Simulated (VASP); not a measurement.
# As (R-3m) in VASP: further runs

Runs on As. Level: r2SCAN. Tasks: single point, relaxation of shape and atoms at fixed volume.

Everything below comes from runs of VASP 6.6.1. Logs are shortened: lines on timing, memory, paths and dates and some standing lists are left out, and cuts for length are marked.

### Step 1. The cell of the first run

Symmetry: R-3m, No. 166, trigonal system. Conventional cell: a = 3.659 Å, b = 3.659 Å, c = 12.577 Å, α = 90.00°, β = 90.00°, γ = 120.00°. Within 3.3 Å of As (site symmetry 3m) lie 3 As at 2.50 Å.

### Step 2. Single point, r2SCAN (24.31 Å³/atom)

Input file POSCAR:

```
As
1.0
    1.8296319764      1.0563385141      4.1922054742
   -1.8296319764      1.0563385141      4.1922054742
    0.0000000000     -2.1126770282      4.1922054742
As
2
Direct
    0.2194474606      0.2194474606      0.2194474606
    0.7805525394      0.7805525394      0.7805525394
```

Input file INCAR.step1:

```
PREC = Accurate ; ENCUT = 520
ISMEAR = 0 ; SIGMA = 0.05
LREAL = F ; LASPH = T
NELM = 60 ; NBANDS = 12
GGA = PE ; ALGO = Normal
EDIFF = 1E-4 ; LWAVE = T
LCHARG = F
```

Input file INCAR.step2:

```
PREC = Accurate ; ENCUT = 520
EDIFF = 1E-7 ; ISMEAR = 0
SIGMA = 0.05 ; LREAL = F
LASPH = T ; NELM = 60
ALGO = Normal ; ISIF = 2
LWAVE = F ; LCHARG = T
METAGGA = R2SCAN ; LMIXTAU = T
LELF = T ; LVHAR = T
NBANDS = 12 ; ISTART = 1
```

Input file KPOINTS:

```
regular mesh
0
Gamma
  14 14 14
```

Potentials or basis: VASP PAW PBE potentials, release 64 (As).

Run with:

```
$ cat potpaw_PBE.64/As/POTCAR > POTCAR
$ cp INCAR.step1 INCAR
$ mpirun -np 1 vasp_std > vasp.out
$ cp INCAR.step2 INCAR
$ mpirun -np 1 vasp_std > vasp.out
```

OUTCAR:

```text
PREC = Accurate
   ENCUT = 520
   EDIFF = 1E-7
   ISMEAR = 0
   LREAL = F
   LASPH = T
   NELM = 60
   ISIF = 2
   METAGGA = R2SCAN
   ISTART = 1

 ion  position               nearest neighbor table
   1  0.219  0.219  0.219-   2 2.50   2 2.50   2 2.50
   2  0.781  0.781  0.781-   1 2.50   1 2.50   1 2.50

  LATTYP: Found a trigonal (rhomboedric) cell.
 ALAT       =     4.6944638632
 COS(alpha) =     0.6962016025

  Lattice vectors:

 A1 = (   1.8296319764,   1.0563385141,   4.1922054742)
 A2 = (  -1.8296319764,   1.0563385141,   4.1922054742)
 A3 = (   0.0000000000,  -2.1126770282,   4.1922054742)

Analysis of symmetry for initial positions (statically):
=====================================================================
 Subroutine PRICEL returns:
 Original cell was already a primitive cell.

 Routine SETGRP: Setting up the symmetry group for a
 trigonal (rhombohedral) supercell.

 Subroutine GETGRP returns: Found 12 space group operations
 (whereof 12 operations were pure point group operations)
 out of a pool of 12 trial point group operations.

The static configuration has the point symmetry D_3d.

Analysis of symmetry for dynamics (positions and initial velocities):
=====================================================================
 Subroutine PRICEL returns:
 Original cell was already a primitive cell.

 Routine SETGRP: Setting up the symmetry group for a
 trigonal (rhombohedral) supercell.

 Subroutine GETGRP returns: Found 12 space group operations
 (whereof 12 operations were pure point group operations)
 out of a pool of 12 trial point group operations.

The dynamic configuration has the point symmetry D_3d.

 Subroutine INISYM returns: Found 12 space group operations
 (whereof 12 operations are pure point group operations),
 and found     1 'primitive' translations

----------------------------------------------------------------------------------------

                                     Primitive cell

  volume of cell :      48.6139

  direct lattice vectors                    reciprocal lattice vectors
     1.829631976  1.056338514  4.192205474     0.273279002  0.157777705  0.079512642
    -1.829631976  1.056338514  4.192205474    -0.273279002  0.157777705  0.079512642
     0.000000000 -2.112677028  4.192205474     0.000000000 -0.315555410  0.079512642

  length of vectors
     4.694463863  4.694463863  4.694463863     0.325418926  0.325418926  0.325418926

[... 88 lines left out ...]
   POTIM  = 0.5000    time-step for ionic-motion
   TEBEG  =    0.0;   TEEND  =   0.0 temperature during run
   PSTRESS=    0.0 pullay stress
   NELECT =      10.0000    total number of electrons
   NUPDOWN=      -1.0000    fix difference up-down
   EMIN   =  10.00;   EMAX   =-10.00  energy-range for DOS
   EFERMI =   0.00;   METHOD = LEGACY
   ISMEAR =     0;   SIGMA  =   0.05  broadening in eV -4-tet -1-fermi 0-gaus
   EFERMI_NEDOS =   21; number of points for ismear=-14 and -15
   IALGO  =     38    algorithm
   IMIX   =      4    mixing-type and parameters
     AMIX     =   0.40;   BMIX     =  1.00
     AMIX_MAG =   1.60;   BMIX_MAG =  1.00
  volume/ion in A,a.u.               =      24.31       164.03
  Fermi-wavevector in a.u.,A,eV,Ry     =   0.966395  1.826221 12.706740  0.933919
  Thomas-Fermi vector in A             =   2.096193
   LORBIT       =      0    0 simple, 1 ext, 2 COOP (PROOUT), +10 PAW based schemes
   METAGGA = R2SCAN    functional components
   LHFCALC =     F    Hartree Fock is set to
   AEXX    =    0.0000 exact exchange contribution
   IVDW    =     0    specifies the selected vdW correction
   LEPSILON=     F    determine dielectric tensor
   LRPA    =     F    only Hartree local field effects (RPA)
 non-spin polarized calculation
 Gauss-broadening in eV      SIGMA  =   0.05
  energy-cutoff  :      520.00
  volume of cell :       48.61
 maximum number of plane-waves:      1323
   NGX = 17   NGY = 17   NGZ = 17

 number of electron      10.0000001 magnetization

 Free energy of the ion-electron system (eV)
  ---------------------------------------------------
  ext. energy  EPLUGINS =         0.00000000
  ---------------------------------------------------
  free energy    TOTEN  =       -29.39989110 eV

  energy without entropy =      -29.39958328  energy(sigma->0) =      -29.39973719

 E-fermi :   4.5520     XC(G=0):  -9.7151

 val. band max:        4.5467997463   @ k =   0.5000   0.3571   0.3571
 cond. band min:       4.5747321396   @ k =  -0.3571   0.0714   0.0000
 fundamental gap:      0.0279323932
 Fermi energy:         4.5519579343

 k-point     1 :       0.0000    0.0000    0.0000
  band No.  band energies     occupation
      1     -11.2284      2.00000
      2      -2.9978      2.00000
      3       1.1862      2.00000
      4       2.5810      2.00000
      5       2.5810      2.00000
      6       5.7299      0.00000
      7       6.8994      0.00000
      8       6.8994      0.00000
      9      12.6888      0.00000
     10      12.6888      0.00000
     11      13.3824      0.00000
     12      13.4018      0.00000
[... 331 lines left out ...]
 k-point    24 :       0.2857    0.1429    0.0000
  band No.  band energies     occupation
      1     -10.3402      2.00000
      2      -4.2119      2.00000
      3       0.0790      2.00000
      4       1.0285      2.00000
      5       2.4836      2.00000
      6       5.7956      0.00000
      7       6.9970      0.00000
      8       7.6464      0.00000
      9      10.1828      0.00000
     10      12.5417      0.00000
     11      14.2617      0.00000
     12      15.3196      0.00000

 [... further k-points ...]

------------------------ aborting loop because EDIFF is reached ----------------------------------------

  FORCE on cell =-STRESS in cart. coord.  units (eV):
  Direction    XX          YY          ZZ          XY          YZ          ZX
  --------------------------------------------------------------------------------------
  -------------------------------------------------------------------------------------
  Total        0.1699449      0.1699449      0.1565601     -0.0000000     -0.0000000      0.0000000
  in kB        5.6009020      5.6009020      5.1597782     -0.0000000     -0.0000000      0.0000000
  external PRESSURE =       5.4538608 kB  Pullay stress =       0.0000000 kB

 VOLUME and BASIS-vectors are now :
 -----------------------------------------------------------------------------
  energy-cutoff  :      520.00
  volume of cell :       48.61
      direct lattice vectors                 reciprocal lattice vectors
     1.829631976  1.056338514  4.192205474     0.273279002  0.157777705  0.079512642
    -1.829631976  1.056338514  4.192205474    -0.273279002  0.157777705  0.079512642
     0.000000000 -2.112677028  4.192205474     0.000000000 -0.315555410  0.079512642

 POSITION                                       TOTAL-FORCE (eV/Angst)
 -----------------------------------------------------------------------------------
      0.00000      0.00000      2.75991         0.000000     -0.000000      0.019764
      0.00000      0.00000      9.81671         0.000000      0.000000     -0.019764
 -----------------------------------------------------------------------------------
    total drift:                               -0.000000     -0.000000      0.000000

  FREE ENERGIE OF THE ION-ELECTRON SYSTEM (eV)
  ---------------------------------------------------
  free  energy   TOTEN  =       -29.3998910978 eV

  energy  without entropy=      -29.3995832839  energy(sigma->0) =      -29.39973719
```

OSZICAR.step1:

```text
N       E                     dE             d eps       ncg     rms          rms(c)
DAV:   1     0.305965219249E+02    0.30597E+02   -0.41021E+03  6912   0.685E+02
DAV:   2    -0.751365065178E+01   -0.38110E+02   -0.36429E+02  9280   0.109E+02
DAV:   3    -0.933266835798E+01   -0.18190E+01   -0.18127E+01  8912   0.250E+01
DAV:   4    -0.934343157190E+01   -0.10763E-01   -0.10762E-01  7616   0.219E+00
DAV:   5    -0.934346973807E+01   -0.38166E-04   -0.38166E-04  8680   0.141E-01    0.338E+00
DAV:   6    -0.932049136740E+01    0.22978E-01   -0.10452E-02  7772   0.572E-01    0.203E+00
DAV:   7    -0.930951354314E+01    0.10978E-01   -0.22284E-02  8012   0.858E-01    0.962E-02
DAV:   8    -0.930977109650E+01   -0.25755E-03   -0.75939E-04  7844   0.155E-01    0.317E-02
DAV:   9    -0.930984676795E+01   -0.75671E-04   -0.78551E-05  6732   0.556E-02
   1 F= -.93098468E+01 E0= -.93096600E+01  d E =-.373580E-03
```

Wall time 8.3 min (1 thread of Intel Xeon Platinum 8488C (Sapphire Rapids), shared host); peak memory 0.32 GiB.

Results:

| Quantity | Value |
| --- | --- |
| Free energy | -29.3999 eV |
| Pressure | 0.5 GPa |
| Largest force | 0.020 eV/Å |
| Band gap on the k mesh | zero (bands 5 and 6 overlap by 0.86 eV) |

Forces on the atoms (eV/Å):
```
As   0.000  0.000  0.020
As   0.000  0.000 -0.020
```

Caveat: the PAW data sets were made with another functional, which shifts forces and pressure a little.

### Step 3. Single point, r2SCAN (27.22 Å³/atom)

This run uses another cell than the first one, of 27.22 Å³/atom.

Input file POSCAR:

```
As
1.0
    1.7884846626      1.0325821013      4.9138017056
   -1.7884846626      1.0325821013      4.9138017056
    0.0000000000     -2.0651642029      4.9138017056
As
2
Direct
    0.2129603451      0.2129603451      0.2129603451
    0.7870396549      0.7870396549      0.7870396549
```

Input file INCAR.step1:

```
SYSTEM = As
ALGO = Normal
EDIFF = 1E-4
ENCUT = 520
GGA = PE
ISMEAR = 0
LASPH = .True.
LCHARG = .False.
LREAL = .False.
LWAVE = .True.
NBANDS = 12
NELM = 80
PREC = Accurate
SIGMA = 0.05
```

Input file INCAR.step2:

```
SYSTEM = As
ALGO = Normal
EDIFF = 1E-6
ENCUT = 520
ISIF = 2
ISMEAR = 0
ISTART = 1
LASPH = .True.
LCHARG = .False.
LMIXTAU = .True.
LREAL = .False.
LWAVE = .False.
METAGGA = R2SCAN
NBANDS = 12
NELM = 80
PREC = Accurate
SIGMA = 0.05
```

Input file KPOINTS:

```
k-points
0
Gamma
  14 14 14
  0 0 0
```

Potentials or basis: VASP PAW PBE potentials, release 64 (As).

Run with:

```
$ cat potpaw_PBE.64/As/POTCAR > POTCAR
$ cp INCAR.step1 INCAR
$ mpirun -np 1 vasp_std > vasp.out
$ cp INCAR.step2 INCAR
$ mpirun -np 1 vasp_std > vasp.out
```

Wall time 10 min (1 thread of Intel Xeon Platinum 8488C (Sapphire Rapids), shared host); peak memory 0.36 GiB.

The run converged. Its results:

- Free energy: -29.4162 eV
- Pressure: 0.8 GPa
- Largest force: 0.083 eV/Å

Forces in eV/Å, atoms in the order of the input:
```
As   0.000  0.000  0.083
As   0.000  0.000 -0.083
```

Stress tensor (GPa, compression positive):
```
0.87 0.00 0.00
0.00 0.87 0.00
0.00 0.00 0.66
```

Levels at points of the mesh, in eV from the Fermi level:
```csv
k point,band 3,band 4,band 5,band 6,band 7,band 8
"(0.00, 0.00, 0.00)",-2.85,-1.34,-1.34,1.65,2.64,2.64
"(0.50, 0.00, 0.00)",-4.58,-3.28,-2.28,0.59,1.26,3.35
"(0.50, 0.50, 0.00)",-5.01,-3.39,-3.38,1.41,3.61,4.06
"(0.50, 0.50, 0.50)",-1.31,-1.31,-0.14,0.90,2.43,2.43
```

Caveat: the PAW data sets were made with another functional, which shifts forces and pressure a little.

### Step 4. Relaxation of shape and atoms at fixed volume, r2SCAN (24.31 Å³/atom)

Input file POSCAR:

```
As
1.0
    1.8830637742      1.0871873769      3.9576737203
   -1.8830637742      1.0871873769      3.9576737203
    0.0000000000     -2.1743747539      3.9576737203
As
2
Direct
    0.2222920374      0.2222920374      0.2222920374
    0.7777079626      0.7777079626      0.7777079626
```

Input file INCAR.step1:

```
  PREC = Accurate
  ENCUT = 600
  ISMEAR = 0
  SIGMA = 0.05
  LREAL = False
  LASPH = True
  NELM = 80
  GGA = PE
  ALGO = Normal
  EDIFF = 1E-4
  LWAVE = True
  LCHARG = False
```

Input file INCAR.step2:

```
  PREC = Accurate
  ENCUT = 600
  EDIFF = 1E-7
  ISMEAR = 0
  SIGMA = 0.05
  LREAL = False
  LASPH = True
  NELM = 80
  ALGO = Normal
  ISIF = 4
  LWAVE = False
  LCHARG = False
  METAGGA = R2SCAN
  LMIXTAU = True
  IBRION = 2
  NSW = 60
  EDIFFG = -0.04
  ISTART = 1
```

Input file KPOINTS:

```
Automatic mesh
0
Gamma
  14 14 14
```

Run with:

```
$ cat potpaw_PBE.64/As/POTCAR > POTCAR
$ cp INCAR.step1 INCAR
$ mpirun -np 1 vasp_std > vasp.out
$ cp INCAR.step2 INCAR
$ mpirun -np 1 vasp_std > vasp.out
```

Wall time 86 min (1 thread of Oxide Virtual Turin-like, shared host); peak memory 0.3 GiB.

It converged, with:

```
Free energy                  : -29.4001 eV
Energy gained by relaxing    : 9.7 meV/atom
Ionic steps                  : 5
Pressure after relaxing      : 0.2 GPa
Largest force after relaxing : 0.022 eV/Å
Band gap on the k mesh       : zero (bands 5 and 6 overlap by 0.82 eV)
```

Forces in eV/Å, atoms in the order of the input:
```
As   0.000  0.000  0.022
As   0.000  0.000 -0.022
```

Stress tensor (GPa, compression positive):
```
0.08 0.00 0.00
0.00 0.08 0.00
0.00 0.00 0.38
```

The path:
| step | energy change (eV) | largest force (eV/Å) | pressure (GPa) | volume (Å³) |
| --- | --- | --- | --- | --- |
| 1 | 0.0000 | 0.3165 | -2.39 | 48.61 |
| 2 | -0.0072 | 0.0323 | -1.56 | 48.61 |
| 3 | -0.0078 | 0.0735 | -1.25 | 48.61 |
| 4 | -0.0121 | 0.0646 | -0.91 | 48.61 |
| 5 | -0.0193 | 0.0216 | 0.18 | 48.61 |

Final structure:
```cif
data_structure
_symmetry_space_group_name_H-M 'P 1'
_symmetry_Int_Tables_number 1
_cell_length_a 4.6634
_cell_length_b 4.6634
_cell_length_c 4.6634
_cell_angle_alpha 46.435
_cell_angle_beta 46.435
_cell_angle_gamma 46.435
_cell_volume 48.61
loop_
_atom_site_label
_atom_site_type_symbol
_atom_site_fract_x
_atom_site_fract_y
_atom_site_fract_z
_atom_site_occupancy
As1 As 0.21969 0.21969 0.21969 1
As2 As 0.78031 0.78031 0.78031 1
```

Levels at points of the mesh, in eV from the Fermi level:
| k point | band 3 | band 4 | band 5 | band 6 | band 7 | band 8 |
| --- | --- | --- | --- | --- | --- | --- |
| (0.00, 0.00, 0.00) | -3.31 | -2.01 | -2.01 | 1.13 | 2.34 | 2.34 |
| (0.50, 0.00, 0.00) | -4.29 | -3.56 | -1.66 | -0.16 | 0.45 | 2.26 |
| (0.50, 0.50, 0.00) | -5.67 | -4.18 | -4.01 | 1.27 | 4.31 | 5.09 |
| (0.50, 0.50, 0.50) | -1.91 | -1.91 | -0.06 | 1.10 | 1.52 | 1.52 |

Caveat: the PAW data sets were made with another functional, which shifts forces and pressure a little.

### Step 5. Overview

```csv
task,cell,cutoff (eV),gap on the mesh (eV),pressure (GPa),largest force (eV/Å)
single point,"a = 4.694 Å, angles 45.9°, 2 atoms, atomic positions A",520,none,0.5,0.02
single point,"a = 5.330 Å, angles 39.2°, 2 atoms, atomic positions B",520,-,0.8,0.08
relaxation of shape and atoms at fixed volume,"relaxed from a = 4.516 Å, angles 49.3°, 2 atoms, atomic positions C",600,none,0.2,0.02
```

Alike in all rows: level r2SCAN; potentials or basis VASP PAW PBE potentials, release 64 (As); no spin polarisation; k mesh 14 × 14 × 14; smearing gaussian 0.05 eV.

Caveats: the PAW data sets were made with another functional, which shifts forces and pressure a little.

Total energies depend on the potentials used, so only differences within one code and one set of settings carry meaning.

The gap in the log of VASP goes by the Fermi energy; the results here count the filled bands.